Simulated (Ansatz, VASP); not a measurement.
## CdH2O2: VASP beside Ansatz

INCAR

```
SYSTEM = CdH2O2
ALGO = Normal
EDIFF = 1E-6
ENCUT = 600
GGA = PS
GGA_COMPAT = .False.
ISIF = 2
ISMEAR = -1
LASPH = .True.
LCHARG = .False.
LREAL = .False.
LWAVE = .False.
NBANDS = 21
NELM = 120
PREC = Accurate
SIGMA = 0.2
```

Contents of KPOINTS:

```
k-points
0
Gamma
  6 6 4
  0 0 0
```

The input POSCAR:

```
CdH2O2
1.0
    3.5019706991      0.0000000000      0.0000000000
   -1.7509853495      3.0327955887      0.0000000000
    0.0000000000      0.0000000000      4.5691751517
Cd H O
1 2 2
Direct
    0.0000000000      0.0000000000      0.0000000000
    0.6666666667      0.3333333333      0.5468707629
    0.3333333333      0.6666666667      0.4531292371
    0.6666666667      0.3333333333      0.7582065004
    0.3333333333      0.6666666667      0.2417934996
```

Input for Ansatz:

```yaml
crystal:
  lattice:
    - [3.5019706991, 0.0, 0.0]
    - [-1.7509853495, 3.0327955887, 0.0]
    - [0.0, 0.0, 4.5691751517]
  atoms:
    - { symbol: Cd, position: [0.0, 0.0, 0.0] }
    - { symbol: H, position: [0.6666666667, 0.3333333333, 0.5468707629] }
    - { symbol: H, position: [0.3333333333, 0.6666666667, 0.4531292371] }
    - { symbol: O, position: [0.6666666667, 0.3333333333, 0.7582065004] }
    - { symbol: O, position: [0.3333333333, 0.6666666667, 0.2417934996] }
kpoints:
  mp_grid: { grid: [6, 6, 4] }
hamiltonian:
  xc: pbesol
scf:
  occupations: { method: fermi_dirac, width: 0.2 }
  n_extra_bands: 5
output:
  forces: true
  stress: true
  eigenvalues: true
```

Alike in both runs: task single point; functional PBEsol; k mesh 6 × 6 × 4; occupations fermi-dirac, width 0.2 eV; no spin polarisation.

|  | VASP | Ansatz |
| --- | --- | --- |
| version | VASP 6.6.1 | Ansatz 0.2.0 |
| potentials or method | VASP PAW PBE potentials, release 64 (Cd, H, O) | plane waves |
| plane-wave cutoff (eV) | 600 | 420 |
| valence electrons in the cell | 26 | 34 |

Ansatz gave:

- pressure (GPa): 1.2
- traceless stress, the component that is largest in VASP (GPa): 2.40
- rms of the force components (eV/Å): 0.317

Task: What did VASP give for the same quantities?

Result: Pressure (GPa): 1.9; traceless stress, the component that is largest in VASP (GPa): 2.74; rms of the force components (eV/Å): 0.369.

VASP's potentials were made for PBE, not for PBEsol. Atom by atom the forces differ by 0.057 eV/Å (rms over components). With one functional, cell and mesh, what is left measures potentials, basis and numerics. VASP's potentials hold 26 valence electrons a cell and Ansatz's 34, so a difference there can come from the potentials and not from the codes.
